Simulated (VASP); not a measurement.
Input of a VASP 6.6.1 run:

Contents of INCAR:

```
PREC = Accurate ; ENCUT = 520
EDIFF = 1E-6 ; ISMEAR = 0
SIGMA = 0.01 ; LREAL = False
LASPH = True ; NELM = 60
ALGO = Normal ; ISIF = 2
LWAVE = False ; LCHARG = False
NBANDS = 16
```

KPOINTS

```
regular mesh
0
Gamma
  10 10 4
```

File POSCAR:

```
C
1.0
    2.4428344015      0.0000000000      0.0000000000
   -1.2214172007      2.1155566489      0.0000000000
    0.0000000000      0.0000000000      6.5013466273
C
4
Direct
    0.0000000000      0.0000000000      0.0025000000
    0.0000000000      0.0000000000      0.5025000000
    0.3333333333      0.6666666667      0.0025000000
    0.6666666667      0.3333333333      0.5025000000
```

Potentials or basis: VASP PAW LDA potentials, release 64 (C).

Command:

```bash
$ cat potpaw_LDA.64/C/POTCAR > POTCAR
$ mpirun -np 1 vasp_std > vasp.out
```

Q: Predict the pressure.

A: 1.8 GPa.

Q: Estimate the band gap on the k mesh.

A: 1.10 eV, direct.

Stress tensor (GPa, compression positive):
```
2.28 0.00 0.00
0.00 2.28 0.00
0.00 0.00 0.85
```

A k mesh can miss the band edges.
